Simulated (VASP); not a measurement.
# MnPt2: single point with PBEsol

The system is MnPt2.

```
Pt Mn
1.0
     2.81977    0.00000    0.00000
    -1.40989    2.44199    0.00000
     0.00000    0.00000    6.44422
Pt Mn
2 1
Direct
  0.66667 0.33333 0.31621
  0.33333 0.66667 0.68379
  0.00000 0.00000 0.00000
```

- Program: VASP 6.6.1
- Task: single point
- Functional: PBEsol
- Potentials or basis: VASP PAW PBE potentials, release 64 (Pt, Mn_pv)
- Cutoff: 520 eV
- k mesh: 11 × 11 × 4
- Occupations: fermi-dirac, width 0.05 eV
- Spin: collinear spin, ferromagnetic start
- Starting moments: [0.0, 0.0, 4.0] μB
- Dipole correction: no
- Further INCAR settings: ALGO = Normal; EDIFF = 1e-06; NBANDS = 28

- Pressure: -2.4 GPa
- Largest force: 0.119 eV/Å
- Net moment: 4.31 μB per cell
- Site moments: Pt +0.27; Mn +3.59 μB
- Valence electrons inside the program's atomic spheres: Pt 9.30; Mn 11.62

Forces on the atoms (eV/Å):
```
Pt   0.000  0.000  0.119
Pt   0.000  0.000 -0.119
Mn   0.000  0.000  0.000
```

Stress tensor (GPa, compression positive):
```
-3.98  0.00  0.00
 0.00 -3.98  0.00
 0.00  0.00  0.74
```

Levels at points of the mesh, in eV from the Fermi level:
Spin up:
```csv
k point,band 16,band 17,band 18,band 19,band 20,band 21,band 22,band 23
"(0.00, 0.00, 0.00)",-1.52,-1.52,-1.12,-1.12,-0.74,-0.74,10.34,11.47
"(0.00, 0.00, 0.50)",-1.86,-1.69,-1.69,-0.05,-0.05,0.13,6.40,14.26
```
Spin down:
| k point | band 12 | band 13 | band 14 | band 15 | band 16 | band 17 | band 18 | band 19 |
| --- | --- | --- | --- | --- | --- | --- | --- | --- |
| (0.00, 0.00, 0.00) | -2.48 | -2.00 | -2.00 | -0.96 | -0.96 | 0.56 | 1.28 | 1.28 |
| (0.00, 0.00, 0.50) | -1.68 | -1.68 | -1.52 | -1.52 | 0.13 | 0.43 | 1.33 | 1.33 |

Wall time 2.4 min on 1 thread of Intel(R) Xeon(R) Platinum 8259CL CPU @ 2.50GHz (Skylake/Cascade Lake), on a shared host, peak memory 0.26 GiB.

Caveat: the PAW data sets were made with another functional, which shifts forces and pressure a little; spin-orbit coupling is left out, which moves the levels of the heavy elements.
